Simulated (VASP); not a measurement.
Wanted: the native input for a VASP 6.6.1 run.

| Property | Result |
| --- | --- |
| Task | single point |
| Functional | PBEsol |
| Potentials or basis | VASP PAW PBE potentials, release 64 (Na_pv, F) |
| Cutoff | 520 eV |
| k mesh | 8 × 8 × 8 |
| Occupations | gaussian, width 0.02 eV |
| Spin | no spin polarisation |
| Dipole correction | no |
| Further INCAR settings | ALGO = Normal; EDIFF = 1e-06; NBANDS = 14 |

The structure of NaF lies in POSCAR:

```
NaF
1.0
    0.0000000000      2.3592646840      2.3592646840
    2.3592646840      0.0000000000      2.3592646840
    2.3592646840      2.3592646840      0.0000000000
Na F
1 1
Direct
    0.0000000000      0.0000000000      0.0000000000
    0.5000000000      0.5000000000      0.5000000000
```

This cell differs from its parent crystal: strained.

The input as run:

INCAR

```
SYSTEM = NaF
  ALGO = Normal
  EDIFF = 1E-6
  ENCUT = 520
  GGA = PS
  ISIF = 2
  ISMEAR = 0
  LASPH = .True.
  LCHARG = .False.
  LREAL = .False.
  LWAVE = .False.
  NBANDS = 14
  NELM = 80
  PREC = Accurate
  SIGMA = 0.02
```

KPOINTS

```
k-points
0
Gamma
  8 8 8
  0 0 0
```

Potentials or basis: VASP PAW PBE potentials, release 64 (Na_pv, F).

Launch:

```bash
$ cat potpaw_PBE.64/Na_pv/POTCAR potpaw_PBE.64/F/POTCAR > POTCAR
$ mpirun -np 1 vasp_std > vasp.out
```

Results of the run:

```json
{"Pressure": "-2.6 GPa", "Band gap on the k mesh": "5.89 eV"}
```

Caveat: the cell differs from its parent crystal (strained); the PAW data sets were made with another functional, which shifts forces and pressure a little.

It took 5.4 s on 1 thread of AMD EPYC 9R45 (Zen 5), with other jobs on the host, peak memory 0.12 GiB.
